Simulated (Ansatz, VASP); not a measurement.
**Two plane-wave programs on Ge**

```xyz
1
Lattice="0.0000 2.0627 2.3384 2.0243 0.0000 2.3384 2.0243 2.0627 0.0000" Properties=species:S:1:pos:R:3 pbc="T T T"
Ge    0.0000    0.0000    0.0000
```

Alike in both runs: functional PBE; k mesh 18 × 18 × 18; occupations gaussian, width 0.1 eV; no spin polarisation.

Ansatz relaxed the structure, and its values are those at the end. VASP's run is a single point on that final structure, the one shown.

```csv
,VASP,Ansatz
version,VASP 6.6.1,Ansatz 0.2.0
potentials or method,"VASP PAW PBE potentials, release 64 (Ge_d), cutoff 520 eV","scalar-relativistic, plane waves, PAW"
valence electrons in the cell,14,14
```

```tsv
	VASP	Ansatz	Ansatz less VASP
gap on the k mesh at the Fermi level (eV)	none	none	-
pressure (GPa)	0.0	0.0	-0.02
```

A gap of «none» marks a metal or a gap that the smearing closes.
